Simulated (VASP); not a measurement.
ZnS:

```xyz
8
Lattice="3.8730 0.0000 0.0000 -1.9365 3.3541 0.0000 0.0000 0.0000 12.6848" Properties=species:S:1:pos:R:3 pbc="T T T"
Zn    1.9365    1.1180    9.5136
Zn    0.0000    2.2361    3.1712
Zn    0.0000    0.0000    6.3424
Zn    0.0000    0.0000    0.0000
S     1.9365    1.1180   11.8920
S     0.0000    2.2361    5.5496
S     0.0000    0.0000    8.7208
S     0.0000    0.0000    2.3784
```

Base run:

- Program: VASP 6.6.1
- Functional: PBE
- Dispersion: D3(BJ)
- Potentials or basis: VASP PAW PBE potentials, release 64 (Zn, S)
- Cutoff: 520 eV
- k mesh: 8 × 8 × 3
- Occupations: fermi-dirac, width 0.05 eV
- Spin: no spin polarisation

Its results: band gap on the k mesh 1.96 eV; pressure -3.8 GPa; largest force 0.038 eV/Å.

Question: The run is repeated on the same cell with these changes: functional from PBE to PBEsol; dispersion from D3(BJ) to none. What comes out?

Answer: Band gap on the k mesh 1.83 eV; pressure -4.5 GPa; largest force 0.031 eV/Å.

Several settings changed at once.

Caveats: the cell stands under tension; the PAW data sets were made with another functional, which shifts forces and pressure a little (at least some runs).

A k mesh can miss the band edges.
